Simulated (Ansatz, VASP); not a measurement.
## AlGa3N4: VASP beside Ansatz

POSCAR

```
AlGa3N4
1.0
    4.4653444522      0.0000000000      0.0000000000
    0.0000000000      4.4653444522      0.0000000000
    0.0000000000      0.0000000000      4.4653444522
Al Ga N
1 3 4
Direct
    0.0000000000      0.0000000000      0.0000000000
    0.5039588591      0.4960411409      0.0000000000
    0.5039588591     -0.0039588591      0.5000000000
    0.0039588591      0.4960411409      0.5000000000
    0.7553510553      0.7553510553      0.2446489447
    0.7553510553      0.2446489447      0.7553510553
    0.2446489447      0.7553510553      0.7553510553
    0.2446489447      0.2446489447      0.2446489447
```

Contents of INCAR.step1:

```
SYSTEM = AlGa3N4
PREC     = Accurate       ! precision mode
ENCUT    = 520            ! plane-wave cutoff, eV
ISMEAR   = 0              ! smearing method
SIGMA    = 0.05           ! smearing width, eV
LREAL    = .False.        ! projectors in reciprocal space
LASPH    = .True.         ! aspherical terms in the spheres
NELM     = 80             ! most SCF steps
NBANDS   = 41             ! bands
GGA      = PE             ! functional
ALGO     = Normal         ! electronic algorithm
EDIFF    = 1E-4           ! SCF threshold, eV
LWAVE    = .True.         ! write WAVECAR
LCHARG   = .False.        ! write CHGCAR
```

The input INCAR.step2:

```
SYSTEM = AlGa3N4
PREC     = Accurate       ! precision mode
ENCUT    = 520            ! plane-wave cutoff, eV
EDIFF    = 1E-7           ! SCF threshold, eV
ISMEAR   = 0              ! smearing method
SIGMA    = 0.05           ! smearing width, eV
LREAL    = .False.        ! projectors in reciprocal space
LASPH    = .True.         ! aspherical terms in the spheres
NELM     = 80             ! most SCF steps
ALGO     = Normal         ! electronic algorithm
ISIF     = 2              ! what is computed and relaxed
LWAVE    = .False.        ! write WAVECAR
LCHARG   = .True.         ! write CHGCAR
METAGGA  = R2SCAN         ! meta-GGA
LMIXTAU  = .True.       
LELF     = .True.         ! ELF
LVHAR    = .True.       
NBANDS   = 41             ! bands
ISTART   = 1
```

File KPOINTS:

```
Automatic mesh
0
Gamma
  6 6 6
  0 0 0
```

Input for Ansatz:

```yaml
crystal:
  lattice:
    - [4.4653444522, 0.0, 0.0]
    - [0.0, 4.4653444522, 0.0]
    - [0.0, 0.0, 4.4653444522]
  atoms:
    - { symbol: Al, position: [0.0, 0.0, 0.0] }
    - { symbol: Ga, position: [0.5039588591, 0.4960411409, 0.0] }
    - { symbol: Ga, position: [0.5039588591, -0.0039588591, 0.5] }
    - { symbol: Ga, position: [0.0039588591, 0.4960411409, 0.5] }
    - { symbol: "N", position: [0.7553510553, 0.7553510553, 0.2446489447] }
    - { symbol: "N", position: [0.7553510553, 0.2446489447, 0.7553510553] }
    - { symbol: "N", position: [0.2446489447, 0.7553510553, 0.7553510553] }
    - { symbol: "N", position: [0.2446489447, 0.2446489447, 0.2446489447] }
basis:
  ecutwfc: 500
kpoints:
  mp_grid: { grid: [6, 6, 6] }
hamiltonian:
  xc: r2scan
scf:
  occupations: { method: gaussian, width: 0.05 }
output:
  forces: true
  stress: true
  eigenvalues: true
```

Change from the starting cell: all Ga atoms moved +0.025 Å, as atom 2 along Cartesian [1 -1 0].

Alike in both runs: task single point; functional r2SCAN; k mesh 6 × 6 × 6; occupations gaussian, width 0.05 eV; no spin polarisation.

|  | VASP | Ansatz |
| --- | --- | --- |
| version | VASP 6.6.1 | Ansatz 0.2.0 |
| potentials or method | VASP PAW PBE potentials, release 64 (Al, Ga_d, N), cutoff 520 eV | scalar-relativistic, plane waves, PAW |
| valence electrons in the cell | 62 | 62 |

```csv
,VASP,Ansatz,Ansatz less VASP
gap on the k mesh at the Fermi level (eV),2.77,2.77,-0.001
least direct gap on the mesh (eV),2.77,2.77,-0.001
pressure (GPa),0.8,0.1,-0.71
"traceless stress, the component that is largest in VASP (GPa)",-0.86,-0.82,+0.038
rms of the force components (eV/Å),0.181,0.171,-0.0096
```

VASP's potentials were made for PBE, not for r2SCAN. Atom by atom the forces differ by 0.034 eV/Å (rms over components).
